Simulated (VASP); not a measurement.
Write the native input for VASP 6.6.1 that does the following.

| Quantity | Value |
| --- | --- |
| Task | single point |
| Functional | r2SCAN |
| Potentials or basis | VASP PAW PBE potentials, release 64 (Hg, S) |
| Cutoff | 550 eV |
| k mesh | 8 × 8 × 8 |
| Occupations | gaussian, width 0.05 eV |
| Spin | no spin polarisation |
| Dipole correction | no |
| Further INCAR settings | ALGO = Normal; EDIFF = 1e-06; NBANDS = 16 |

The system is HgS.

```
Hg S
1.0
     0.00000    2.98385    2.98385
     2.98385    0.00000    2.98385
     2.98385    2.98385    0.00000
Hg S
1 1
Cartesian
  0.0000 0.0000 0.0000
  4.4758 4.4758 4.4758
```

This cell differs from its parent crystal: volume scaled by 1.02.

The input as run:

POSCAR

```
HgS
1.0
    0.0000000000      2.9838515382      2.9838515382
    2.9838515382      0.0000000000      2.9838515382
    2.9838515382      2.9838515382      0.0000000000
Hg S
1 1
Direct
    0.0000000000      0.0000000000      0.0000000000
    0.7500000000      0.7500000000      0.7500000000
```

INCAR.step1

```
SYSTEM = HgS
PREC = Accurate ; ENCUT = 550
ISMEAR = 0 ; SIGMA = 0.05
LREAL = .False. ; LASPH = .True.
NELM = 120 ; NBANDS = 16
GGA = PE ; ALGO = Normal
EDIFF = 1E-5 ; LWAVE = .True.
LCHARG = .False. ; GGA_COMPAT = .False.
```

INCAR.step2

```
SYSTEM = HgS
PREC = Accurate ; ENCUT = 550
EDIFF = 1E-6 ; ISMEAR = 0
SIGMA = 0.05 ; LREAL = .False.
LASPH = .True. ; NELM = 120
ALGO = Normal ; ISIF = 2
LWAVE = .False. ; LCHARG = .True.
METAGGA = R2SCAN ; LMIXTAU = .True.
LELF = .True. ; LVHAR = .True.
NBANDS = 16 ; ISTART = 1
GGA_COMPAT = .False.
```

KPOINTS

```
regular mesh
0
Gamma
  8 8 8
  0 0 0
```

Potentials or basis: VASP PAW PBE potentials, release 64 (Hg, S).

Command:

```console
$ cat potpaw_PBE.64/Hg/POTCAR potpaw_PBE.64/S/POTCAR > POTCAR
$ cp INCAR.step1 INCAR
$ mpirun -np 1 vasp_std > vasp.out
$ cp INCAR.step2 INCAR
$ mpirun -np 1 vasp_std > vasp.out
```

It gave:

- Pressure: -0.8 GPa
- Band gap on the k mesh: zero (filled and empty bands touch)

Caveat: the PAW data sets were made with another functional, which shifts forces and pressure a little; spin-orbit coupling is left out, which moves the levels of the heavy elements.

Wall time 68 s on 1 thread of Intel(R) Xeon(R) Platinum 8259CL CPU @ 2.50GHz (Skylake/Cascade Lake) (shared host), peak memory 0.2 GiB.
